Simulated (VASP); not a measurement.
Zr, 2 atoms in the cell. Symmetry: P6_3/mmc, No. 194, hexagonal system. Conventional cell: a = 3.280 Å, b = 3.280 Å, c = 5.147 Å, α = 90.00°, β = 90.00°, γ = 120.00°. Within 4.2 Å of Zr (site symmetry -6m2) lie 12 Zr at 3.20 to 3.28 Å.  This cell differs from its parent crystal: strain +0.015 along x and y, +0.000 along z.

- Program: VASP 6.6.1
- Task: single point
- Functional: PBEsol
- Potentials or basis: VASP PAW PBE potentials, release 64 (Zr_sv)
- Cutoff: 520 eV
- k mesh: 18 × 18 × 10
- Occupations: gaussian, width 0.15 eV
- Spin: no spin polarisation
- Dipole correction: no
- Further INCAR settings: ALGO = Fast; EDIFF = 1e-07; NBANDS = 19

Potentials or basis: VASP PAW PBE potentials, release 64 (Zr_sv).

Run with:

```sh
$ cat potpaw_PBE.64/Zr_sv/POTCAR > POTCAR
$ mpirun -np 1 vasp_std > vasp.out
```

Hardware: 1 thread of Intel(R) Xeon(R) 6975P-C (Granite Rapids), with other jobs on the host.

Task: Estimate the wall time of this run.

Result: Run time: 2.2 min on 1 thread of Intel(R) Xeon(R) 6975P-C (Granite Rapids) (shared host), peak memory 0.28 GiB. Counts: scf iterations 25, k points 222.
